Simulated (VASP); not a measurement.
BaS:

```
CELL_PARAMETERS angstrom
-0.04794 3.20304 3.20304
3.20304 -0.04794 3.20304
3.20304 3.20304 -0.04794
ATOMIC_POSITIONS crystal
Ba 0.00000 0.00000 0.00000
S 0.50000 0.50000 0.50000
```

This cell differs from its parent crystal: epitaxial 111 strain +1.2%.

Base run:

| Quantity | Value |
| --- | --- |
| Program | VASP 6.6.1 |
| Functional | PBE |
| Potentials or basis | VASP PAW PBE potentials, release 64 (Ba_sv, S) |
| Cutoff | 520 eV |
| k mesh | 8 × 8 × 8 |
| Occupations | fermi-dirac, width 0.02 eV |
| Spin | no spin polarisation |

Its results: band gap on the k mesh 2.12 eV, indirect (least direct gap 2.29 eV); pressure 0.0 GPa.

**Question.** The run is repeated on the same cell with these changes: functional from PBE to r2SCAN; occupations from fermi-dirac, width 0.02 eV to gaussian, width 0.01 eV. What comes out?

**Answer.** Band gap on the k mesh 2.48 eV, indirect (least direct gap 2.64 eV); pressure -0.1 GPa.

Caveats: spin-orbit coupling is left out, which moves the levels of the heavy elements; the PAW data sets were made with another functional, which shifts forces and pressure a little (some runs).

A k mesh can miss the band edges.
